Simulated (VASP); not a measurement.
Crystal: Li3Os.

```
CELL_PARAMETERS angstrom
5.25303 0.00000 0.00000
-2.62652 4.54926 0.00000
0.00000 0.00000 4.21637
ATOMIC_POSITIONS crystal
Li 0.83300 0.66600 0.25000
Li 0.16700 0.83300 0.75000
Li 0.33400 0.16700 0.25000
Li 0.16700 0.33400 0.75000
Li 0.83300 0.16700 0.25000
Li 0.66600 0.83300 0.75000
Os 0.33333 0.66667 0.25000
Os 0.66667 0.33333 0.75000
```

* Program: VASP 6.6.1
* Task: relaxation of cell and atoms
* Functional: PBE
* Potentials or basis: VASP PAW PBE potentials, release 64 (Li_sv, Os)
* Cutoff: 600 eV
* k mesh: 12 × 12 × 10
* Occupations: gaussian, width 0.1 eV
* Spin: no spin polarisation

At the start: pressure 2.8 GPa; volume 12.60 Å³/atom.

Task: Where does the relaxation end?

Result: Over 8 steps the energy falls by 24.8 meV/atom and the volume is 13.27 Å³/atom (+5.4 %); space group P6_3/mmc (No. 194, to 0.1 Å) before and after.

Step by step:
| step | energy change (eV) | largest force (eV/Å) | pressure (GPa) | volume (Å³) |
| --- | --- | --- | --- | --- |
| 1 | 0.0000 | 0.3036 | 2.75 | 100.76 |
| 2 | -0.1166 | 0.2630 | 0.89 | 103.93 |
| 3 | -0.1647 | 0.1481 | -2.05 | 110.24 |
| 4 | -0.1744 | 0.1862 | -1.27 | 108.35 |
| 5 | -0.1952 | 0.0731 | -0.45 | 106.94 |
| 6 | -0.1974 | 0.0197 | -0.06 | 106.32 |
| 7 | -0.1980 | 0.0105 | 0.01 | 106.22 |
| 8 | -0.1981 | 0.0042 | 0.06 | 106.15 |

Final structure:
```xyz
8
Lattice="5.2277 0.0000 0.0000 -2.6139 4.5274 0.0000 0.0000 0.0000 4.4851" Properties=species:S:1:pos:R:3 pbc="T T T"
Li    2.6139    2.9574    1.1213
Li   -1.2542    3.7424    3.3639
Li    1.3596    0.7850    1.1213
Li    0.0000    1.5700    3.3639
Li    3.8681    0.7850    1.1213
Li    1.2542    3.7424    3.3639
Os    0.0000    3.0182    1.1213
Os    2.6139    1.5091    3.3639
```

Caveat: the cutoff is under 1.25 times the usual one of these potentials, so pressure, stress and relaxed cells hold a basis-set (Pulay) error.
